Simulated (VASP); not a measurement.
Here is a VASP 6.6.1 calculation.

The input INCAR:

```
SYSTEM = Mo
PREC = Accurate
ENCUT = 520
EDIFF = 1E-7
ISMEAR = 0
SIGMA = 0.15
LREAL = .FALSE.
LASPH = .TRUE.
NELM = 60
ALGO = Fast
ISIF = 2
LWAVE = .FALSE.
LCHARG = .FALSE.
GGA = PS
NBANDS = 13
```

Contents of KPOINTS:

```
regular mesh
0
G
  24 24 24
  0 0 0
```

The input POSCAR:

```
Mo
1.0
   -1.3996723452      1.3996723452      1.9791366962
    1.3996723452     -1.3996723452      1.9791366962
    1.3996723452      1.3996723452     -1.9791366962
Mo
1
Direct
    0.0000000000      0.0000000000      0.0000000000
```

Potentials or basis: VASP PAW PBE potentials, release 64 (Mo_sv).

Command:

```bash
$ cat potpaw_PBE.64/Mo_sv/POTCAR > POTCAR
$ mpirun -np 1 vasp_std > vasp.out
```

Question: Estimate the pressure.

Answer: 1.0 GPa.

Question: Estimate the band gap on the k mesh.

Answer: Zero (bands 7 and 8 overlap by 4.94 eV).

Caveat: the PAW data sets were made with another functional, which shifts forces and pressure a little.
